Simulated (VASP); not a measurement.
Set up this calculation in VASP 6.6.1, as the native input.

| Property | Result |
| --- | --- |
| Task | relaxation of cell and atoms |
| Functional | PBE |
| Potentials or basis | VASP PAW PBE potentials, release 64 (Si, O) |
| Cutoff | 600 eV |
| k mesh | 10 × 10 × 10 |
| Occupations | gaussian, width 0.1 eV |
| Spin | no spin polarisation |
| Dipole correction | no |
| Further INCAR settings | ALGO = Normal; EDIFF = 1e-06; IBRION = 2; EDIFFG = -0.01; NSW = 100; ISIF = 3 |

The structure of Si4O lies in POSCAR:

```
Si4O
1.0
   -2.6855274399      2.6855274399      2.6855274399
    2.6855274399     -2.6855274399      2.6855274399
    2.6855274399      2.6855274399     -2.6855274399
Si O
4 1
Direct
    0.4296361812      0.4296361812      0.4296361812
    0.5703638188      0.0000000000      0.0000000000
    0.0000000000      0.0000000000      0.5703638188
    0.0000000000      0.5703638188      0.0000000000
    0.0000000000      0.0000000000      0.0000000000
```

These files were run (other wordings do the same):

INCAR

```
PREC = Accurate
ENCUT = 600
EDIFF = 1E-6
ISMEAR = 0
SIGMA = 0.1
LREAL = False
LASPH = True
NELM = 100
ALGO = Normal
ISIF = 3
LWAVE = False
LCHARG = False
GGA = PE
IBRION = 2
NSW = 100
EDIFFG = -0.01
```

KPOINTS

```
Automatic mesh
0
Gamma
  10 10 10
```

Potentials or basis: VASP PAW PBE potentials, release 64 (Si, O).

The run is started by

```sh
$ cat potpaw_PBE.64/Si/POTCAR potpaw_PBE.64/O/POTCAR > POTCAR
$ mpirun -np 1 vasp_std > vasp.out
```

Results of the run:

The relaxed volume is 15.23 Å³/atom. The relaxed cell is a = 4.625 Å, b = 4.625 Å, c = 4.625 Å, α = 109.47°, β = 109.47°, γ = 109.47°, the space group after relaxing (to 0.05 Å) is I-43m (No. 217) and the energy gained by relaxing is 1.2 meV/atom. The ionic steps are 3. The pressure after relaxing is 0.0 GPa, the largest force after relaxing is 0.003 eV/Å and the band gap on the k mesh is zero (band 11 reaches 8.52 eV, above the bottom of band 12 at 7.28 eV).

It took 98 s on 1 thread of Intel(R) Xeon(R) Platinum 8488C (Sapphire Rapids) (shared host), peak memory 0.26 GiB.
